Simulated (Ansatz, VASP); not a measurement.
HfB2: VASP beside Ansatz

```
Hf B
1.0
     3.23420    0.00000    0.00000
    -1.61710    2.80090    0.00000
     0.00000    0.00000    3.48000
Hf B
1 2
Direct
  0.00000 0.00000 0.00000
  0.33333 0.66667 0.50000
  0.66667 0.33333 0.50000
```

Change from the starting cell: equal xx and yy strain of +3 %, PAW files.

Alike in both runs: task electric field gradients; functional PBEsol; k mesh 13 × 13 × 11; occupations fermi-dirac, width 0.05 eV; no spin polarisation.

```csv
,VASP,Ansatz
version,VASP 6.6.1,Ansatz 0.2.0
potentials or method,"VASP PAW PBE potentials, release 64 (Hf_pv, B)","PAW with Ansatz's default frozen-core files, scalar-relativistic"
plane-wave cutoff (eV),520,420
valence electrons in the cell,16,32
```

Ansatz gave:

| Item | Value |
| --- | --- |
| pressure (GPa) | -17.8 |
| traceless stress, the component that is largest in VASP (GPa) | 6.40 |
| size of Vzz on the site where it differs most (V/Å²) | 90.0 |

Q: Which values does VASP return?

A: Pressure (GPa): -18.0; traceless stress, the component that is largest in VASP (GPa): 6.50; size of Vzz on the site where it differs most (V/Å²): 66.4.

VASP's potentials were made for PBE, not for PBEsol. VASP's potentials hold 16 valence electrons a cell and Ansatz's 32, so a difference there can come from the potentials and not from the codes.

Neither program's run includes spin-orbit coupling.
